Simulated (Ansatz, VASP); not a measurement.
**Zn8O7 in VASP and in Ansatz**

```
Zn O
1.0
     0.00000    0.00000   -5.29323
    -3.27939    5.68007    0.00000
     6.55878    0.00000    0.00000
Zn O
8 7
Direct
  0.45576 0.16791 0.33494
  0.50454 0.66725 0.33334
  0.50461 0.16942 0.83562
  0.50455 0.66731 0.83572
  0.00700 0.32363 0.17893
  0.00731 0.85705 0.17933
  0.00718 0.32380 0.64650
  0.00343 0.83448 0.66793
  0.12073 0.66597 0.33088
  0.12078 0.17157 0.83663
  0.12072 0.66617 0.83674
  0.62321 0.33023 0.17267
  0.62343 0.84351 0.17267
  0.62333 0.33030 0.65947
  0.62264 0.83458 0.66814
```

Change from the starting cell: O vacancy (site b), charge +0, atoms relaxed at the host's cell.

Alike in both runs: functional PBE; k mesh 3 × 3 × 3; occupations gaussian, width 0.01 eV; no spin polarisation.

Ansatz relaxed the structure, and its values are those at the end. VASP's run is a single point on that final structure, the one shown.

|  | VASP | Ansatz |
| --- | --- | --- |
| version | VASP 6.6.1 | Ansatz 0.2.0 |
| potentials or method | VASP PAW PBE potentials, release 64 (Zn, O), cutoff 520 eV | scalar-relativistic, plane waves, PAW |
| valence electrons in the cell | 138 | 138 |

```csv
,VASP,Ansatz,Ansatz less VASP
gap on the k mesh at the Fermi level (eV),1.89,1.89,-0.005
least direct gap on the mesh (eV),1.98,1.98,+0.001
rms of the force components (eV/Å),0.016,0.003,-0.0136
```

The functional is the same, so the differences come from potentials, cutoffs and numerics.
